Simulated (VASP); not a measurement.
Wanted: the native input for a VASP 6.6.1 run.

```
Task                   : single point
Functional             : PBE
Potentials or basis    : VASP PAW PBE potentials, release 64 (Fe)
Cutoff                 : 520 eV
k mesh                 : 15 × 15 × 17
Occupations            : gaussian, width 0.1 eV
Spin                   : collinear spin, ferromagnetic start
Starting moments       : [2.44] μB
Dipole correction      : no
Further INCAR settings : ALGO = Fast; EDIFF = 1e-06; NBANDS = 14; ISYM = 0
```

The structure of Fe lies in POSCAR:

```
Fe
1.0
    2.4522198983      0.0000000000      0.0000000000
   -0.8174066328      2.3119750921      0.0000000000
    0.8174066328      1.1559875460      2.0022291626
Fe
1
Direct
    0.0000000000      0.0000000000      0.0000000000
```

These files were run (other wordings do the same):

INCAR

```
SYSTEM = Fe
PREC = Accurate
ENCUT = 520
EDIFF = 1E-6
ISMEAR = 0
SIGMA = 0.1
LREAL = .FALSE.
LASPH = .TRUE.
NELM = 150
ALGO = Fast
ISIF = 2
LWAVE = .FALSE.
LCHARG = .FALSE.
ISPIN = 2
MAGMOM = 2.44
LORBIT = 11
LMAXMIX = 4
GGA = PE
ISYM = 0
NBANDS = 14
```

KPOINTS

```
regular mesh
0
G
  15 15 17
  0 0 0
```

Potentials or basis: VASP PAW PBE potentials, release 64 (Fe).

The run is started by

```sh
$ cat potpaw_PBE.64/Fe/POTCAR > POTCAR
$ mpirun -np 1 vasp_std > vasp.out
```

It gave:

```
Pressure                                              : -0.2 GPa
Net moment                                            : 2.18 μB per cell
Site moments                                          : Fe +2.18 μB
Valence electrons inside the program's atomic spheres : Fe 7.27
```

It took 8.8 min on 1 thread of Intel(R) Xeon(R) Platinum 8259CL CPU @ 2.50GHz (Skylake/Cascade Lake) (shared host), peak memory 0.53 GiB.
